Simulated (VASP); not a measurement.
# Fe (Pm-3m) in VASP: a series of runs

Runs on Fe. Level: revPBE. Tasks: single point.

All numbers are computed with VASP 6.6.1; they aren't measurements. Logs are shortened: lines on timing, memory, paths and dates and some standing lists are left out, and cuts for length are marked.

## (1) The cell of the first run

It takes space group Pm-3m (No. 221, cubic). The conventional cell has a = 2.359 Å, b = 2.359 Å, c = 2.359 Å, α = 90.00°, β = 90.00°, γ = 90.00°. Within 3.1 Å of Fe (site symmetry m-3m) lie 6 Fe at 2.36 Å.

## (2) Single point, revPBE, collinear spin, ferromagnetic start (volume scaled by 0.96)

The input, INCAR:

```
SYSTEM = Fe
  PREC = Accurate
  ENCUT = 520
  EDIFF = 1E-7
  ISMEAR = -1
  SIGMA = 0.05
  LREAL = .FALSE.
  LASPH = .TRUE.
  NELM = 150
  ALGO = Normal
  ISIF = 2
  LWAVE = .FALSE.
  LCHARG = .TRUE.
  ISPIN = 2
  MAGMOM = 2.467
  LORBIT = 11
  LMAXMIX = 4
  GGA = RE
  LELF = .TRUE.
  LVHAR = .TRUE.
  NBANDS = 14
```

The input, KPOINTS:

```
regular mesh
0
G
  15 15 15
  0 0 0
```

The input, POSCAR:

```
Fe
1.0
    2.3591422276      0.0000000000      0.0000000000
    0.0000000000      2.3591422276      0.0000000000
    0.0000000000      0.0000000000      2.3591422276
Fe
1
Direct
    0.0000000000      0.0000000000      0.0000000000
```

Potentials or basis: VASP PAW PBE potentials, release 64 (Fe).

Started as:

```sh
$ cat potpaw_PBE.64/Fe/POTCAR > POTCAR
$ mpirun -np 1 vasp_std > vasp.out
```

OUTCAR:

```text
SYSTEM = Fe
   PREC = Accurate
   ENCUT = 520
   EDIFF = 1E-7
   ISMEAR = -1
   LREAL = .FALSE.
   LASPH = .TRUE.
   NELM = 150
   ISIF = 2
   ISPIN = 2
   LORBIT = 11
   GGA = RE

 ion  position               nearest neighbor table
   1  0.000  0.000  0.000-

  LATTYP: Found a simple cubic cell.
 ALAT       =     2.3591422276

  Lattice vectors:

 A1 = (   2.3591422276,   0.0000000000,   0.0000000000)
 A2 = (   0.0000000000,   2.3591422276,   0.0000000000)
 A3 = (   0.0000000000,   0.0000000000,   2.3591422276)

Analysis of symmetry for initial positions (statically):
=====================================================================
 Subroutine PRICEL returns:
 Original cell was already a primitive cell.

 Routine SETGRP: Setting up the symmetry group for a
 simple cubic supercell.

 Subroutine GETGRP returns: Found 48 space group operations
 (whereof 48 operations were pure point group operations)
 out of a pool of 48 trial point group operations.

The static configuration has the point symmetry O_h .

Analysis of symmetry for dynamics (positions and initial velocities):
=====================================================================
 Subroutine PRICEL returns:
 Original cell was already a primitive cell.

 Routine SETGRP: Setting up the symmetry group for a
 simple cubic supercell.

 Subroutine GETGRP returns: Found 48 space group operations
 (whereof 48 operations were pure point group operations)
 out of a pool of 48 trial point group operations.

The dynamic configuration has the point symmetry O_h .

Analysis of structural, dynamic, and magnetic symmetry:
=====================================================================
 Subroutine PRICEL returns:
 Original cell was already a primitive cell.

 Routine SETGRP: Setting up the symmetry group for a
 simple cubic supercell.

 Subroutine GETGRP returns: Found 48 space group operations
 (whereof 48 operations were pure point group operations)
 out of a pool of 48 trial point group operations.

The overall configuration has the point symmetry O_h .

 Subroutine INISYM returns: Found 48 space group operations
 (whereof 48 operations are pure point group operations),
 and found     1 'primitive' translations

----------------------------------------------------------------------------------------

                                     Primitive cell

  volume of cell :      13.1299

  direct lattice vectors                    reciprocal lattice vectors
     2.359142228  0.000000000  0.000000000     0.423882879  0.000000000  0.000000000
     0.000000000  2.359142228  0.000000000     0.000000000  0.423882879  0.000000000
     0.000000000  0.000000000  2.359142228     0.000000000  0.000000000  0.423882879
[... 117 lines left out ...]
 NGX is ok and might be reduce to    18
   NGX =  9   NGY =  9   NGZ =  9

 number of electron       8.0000002 magnetization       2.3500967

 Free energy of the ion-electron system (eV)
  ---------------------------------------------------
  ext. energy  EPLUGINS =         0.00000000
  ---------------------------------------------------
  free energy    TOTEN  =        -7.12622401 eV

  energy without entropy =       -7.12038192  energy(sigma->0) =       -7.12330297

 E-fermi :   4.8259     XC(G=0): -12.1479

 val. band max:        4.7872661375   @ k =   0.4667   0.2667   0.2000
 cond. band min:       4.8374512473   @ k =   0.4667   0.4667   0.2000
 fundamental gap:      0.0501851098
 Fermi energy:         4.8258680157

 spin component 1

 k-point     1 :       0.0000    0.0000    0.0000
  band No.  band energies     occupation
      1      -2.9854      1.00000
      2       0.9273      1.00000
      3       0.9273      1.00000
      4       4.2807      0.99998
      5       4.2807      0.99998
      6       4.2807      0.99998
      7      23.7256      0.00000
      8      23.7256      0.00000
      9      23.7256      0.00000
     10      27.5855      0.00000
     11      27.5855      0.00000
     12      32.0454      0.00000
     13      44.5003      0.00000
     14      44.5003      0.00000
[... 379 lines left out ...]
      3       2.4590      1.00000
      4       3.4094      1.00000
      5       3.9567      1.00000
      6       3.9970      1.00000
      7      13.0217      0.00000
      8      20.1385      0.00000
      9      28.2943      0.00000
     10      29.1557      0.00000
     11      29.8761      0.00000
     12      37.4535      0.00000
     13      38.2137      0.00000
     14      39.8705      0.00000

 [... further k-points ...]

 spin component 2

 k-point     1 :       0.0000    0.0000    0.0000
  band No.  band energies     occupation
      1      -2.7340      1.00000
      2       2.3893      1.00000
      3       2.3898      1.00000
      4       7.3668      0.00000
      5       7.3669      0.00000
      6       7.3676      0.00000
      7      24.3157      0.00000
      8      24.3158      0.00000
      9      24.3158      0.00000
     10      27.9601      0.00000
     11      27.9602      0.00000
     12      31.8635      0.00000
     13      44.8642      0.00000
     14      44.8642      0.00000
[... 379 lines left out ...]
      3       4.0302      1.00000
      4       6.0934      0.00000
      5       6.3275      0.00000
      6       6.9807      0.00000
      7      13.8509      0.00000
      8      20.7437      0.00000
      9      28.7799      0.00000
     10      29.8970      0.00000
     11      29.9918      0.00000
     12      37.7175      0.00000
     13      38.9140      0.00000
     14      40.1159      0.00000

 [... further k-points ...]
[... 5 lines left out ...]
  --------------------------------------------------------------------------------------
  -------------------------------------------------------------------------------------
  Total        0.3651500      0.3651500      0.3651500      0.0000000      0.0000000     -0.0000000
  in kB       44.5573607     44.5573607     44.5573607      0.0000000      0.0000000     -0.0000000
  external PRESSURE =      44.5573607 kB  Pullay stress =       0.0000000 kB

 VOLUME and BASIS-vectors are now :
 -----------------------------------------------------------------------------
  energy-cutoff  :      520.00
  volume of cell :       13.13
      direct lattice vectors                 reciprocal lattice vectors
     2.359142228  0.000000000  0.000000000     0.423882879  0.000000000  0.000000000
     0.000000000  2.359142228  0.000000000     0.000000000  0.423882879  0.000000000
     0.000000000  0.000000000  2.359142228     0.000000000  0.000000000  0.423882879

 POSITION                                       TOTAL-FORCE (eV/Angst)
 -----------------------------------------------------------------------------------
      0.00000      0.00000      0.00000         0.000000      0.000000      0.000000
 -----------------------------------------------------------------------------------
    total drift:                               -0.000000      0.000000      0.000000

  FREE ENERGIE OF THE ION-ELECTRON SYSTEM (eV)
  ---------------------------------------------------
  free  energy   TOTEN  =        -7.1262240098 eV

  energy  without entropy=       -7.1203819219  energy(sigma->0) =       -7.12330297

 total charge

# of ion       s       p       d       tot
------------------------------------------
    1        0.499   0.417   6.276   7.193

 magnetization (x)

# of ion       s       p       d       tot
------------------------------------------
    1        0.000  -0.016   2.358   2.343
```

OSZICAR:

```text
N       E                     dE             d eps       ncg     rms          rms(c)
DAV:   1     0.232767975016E+02    0.23277E+02   -0.37887E+03  7252   0.665E+02
DAV:   2    -0.661738947891E+01   -0.29894E+02   -0.27361E+02  7338   0.124E+02
DAV:   3    -0.765330342340E+01   -0.10359E+01   -0.10223E+01  8076   0.242E+01
DAV:   4    -0.765737884014E+01   -0.40754E-02   -0.40745E-02  7938   0.139E+00
DAV:   5    -0.765740293740E+01   -0.24097E-04   -0.24097E-04  8190   0.110E-01    0.902E+00
DAV:   6    -0.722351099289E+01    0.43389E+00   -0.87036E+00  8214   0.327E+01    0.595E+00
DAV:   7    -0.712866857844E+01    0.94842E-01   -0.81424E-01  8138   0.950E+00    0.318E+00
DAV:   8    -0.713050143967E+01   -0.18329E-02   -0.11529E-02  7774   0.662E-01    0.154E+00
DAV:   9    -0.712548544881E+01    0.50160E-02   -0.69768E-03  8262   0.448E-01    0.409E-01
DAV:  10    -0.712607504534E+01   -0.58960E-03   -0.33684E-03  7842   0.339E-01    0.108E-01
DAV:  11    -0.712622253992E+01   -0.14749E-03   -0.10883E-04  7344   0.668E-02    0.307E-02
DAV:  12    -0.712622253040E+01    0.95196E-08   -0.51601E-06  8154   0.215E-02    0.116E-02
DAV:  13    -0.712622450686E+01   -0.19765E-05   -0.34005E-06  7476   0.140E-02    0.400E-03
DAV:  14    -0.712622402612E+01    0.48074E-06   -0.17189E-07  7142   0.395E-03    0.113E-03
DAV:  15    -0.712622400982E+01    0.16299E-07   -0.47912E-09  4128   0.718E-04
   1 F= -.71262240E+01 E0= -.71233030E+01  d E =-.584209E-02  mag=     2.3500
```

stdout:

```text
POSCAR found type information on POSCAR Fe
 POSCAR found :  1 types and       1 ions
 scaLAPACK will be used
 -----------------------------------------------------------------------------
|                                                                             |
|                                                                             |
|     You enforced a specific xc type in the INCAR file but a different       |
|     I HOPE YOU KNOW WHAT YOU ARE DOING!                                     |
|                                                                             |
 -----------------------------------------------------------------------------

 LDA part: xc-table for (Slater+PW92), standard interpolation
 POSCAR, INCAR and KPOINTS ok, starting setup
 FFT: planning ... GRIDC
 FFT: planning ... GRID_SOFT
 FFT: planning ... GRID
 WAVECAR not read
 entering main loop
```

It took 33 s on 1 thread of Intel Xeon Platinum 8259CL at 2.50GHz (Skylake/Cascade Lake), shared host; peak memory 0.14 GiB.

Results:

```yaml
Free_energy: -7.1262 eV
Pressure: 4.5 GPa
Net_moment: 2.35 μB per cell
Site_moments: Fe +2.34 μB
Valence_electrons_inside_the_program's_atomic_spheres: Fe 7.19
```

Levels at points of the mesh, in eV from the Fermi level:
Spin up:
```csv
k point,band 3,band 4,band 5,band 6,band 7,band 8
"(0.00, 0.00, 0.00)",-3.90,-0.55,-0.55,-0.55,18.90,18.90
```
Spin down:
```tsv
k point	band 1	band 2	band 3	band 4	band 5	band 6
(0.00, 0.00, 0.00)	-7.56	-2.44	-2.44	2.54	2.54	2.54
```

Caveat: the cell differs from its parent crystal (volume scaled by 0.96); the PAW data sets were made with another functional, which shifts forces and pressure a little.

## (3) Single point, revPBE, collinear spin, ferromagnetic start

This run uses another cell than the first one, of 13.68 Å³/atom, 1.042 times its volume.

The input, INCAR:

```
ALGO     = Normal         # electronic algorithm
EDIFF    = 1E-7           # SCF threshold, eV
ENCUT    = 520            # plane-wave cutoff, eV
GGA      = RE             # functional
ISIF     = 2              # what is computed and relaxed
ISMEAR   = -1             # smearing method
ISPIN    = 2              # spin polarisation
LASPH    = T              # aspherical terms in the spheres
LCHARG   = F              # write CHGCAR
LMAXMIX  = 4              # l up to which the mixer works
LORBIT   = 11             # projections on sites
LREAL    = F              # projectors in reciprocal space
LWAVE    = F              # write WAVECAR
MAGMOM   = 2.467          # initial moments
NBANDS   = 14             # bands
NELM     = 150            # most SCF steps
PREC     = Accurate       # precision mode
SIGMA    = 0.05           # smearing width, eV
```

The input, KPOINTS:

```
k-points
0
Gamma
  15 15 15
```

The input, POSCAR:

```
Fe
1.0
    2.3914632608      0.0000000000      0.0000000000
    0.0000000000      2.3914632608      0.0000000000
    0.0000000000      0.0000000000      2.3914632608
Fe
1
Direct
    0.0000000000      0.0000000000      0.0000000000
```

Potentials or basis: VASP PAW PBE potentials, release 64 (Fe).

Started as:

```sh
$ cat potpaw_PBE.64/Fe/POTCAR > POTCAR
$ mpirun -np 1 vasp_std > vasp.out
```

It took 31 s on 1 thread of Intel Xeon Platinum 8259CL at 2.50GHz (Skylake/Cascade Lake), shared host; peak memory 0.15 GiB.

The run converged. Its results:

| Property | Result |
| --- | --- |
| Free energy | -7.1320 eV |
| Pressure | -0.8 GPa |
| Net moment | 2.40 μB per cell |
| Site moments | Fe +2.40 μB |
| Valence electrons inside the program's atomic spheres | Fe 7.12 |

Levels at points of the mesh, in eV from the Fermi level:
Spin up:
```csv
k point,band 1,band 2,band 3,band 4,band 5,band 6,band 7,band 8,band 9,band 10
"(0.00, 0.00, 0.00)",-7.63,-3.79,-3.79,-0.67,-0.67,-0.67,18.37,18.37,18.37,22.13
```
Spin down:
```csv
k point,band 1,band 2,band 3,band 4,band 5,band 6
"(0.00, 0.00, 0.00)",-7.38,-2.29,-2.29,2.47,2.47,2.47
```

Caveat: the PAW data sets were made with another functional, which shifts forces and pressure a little.
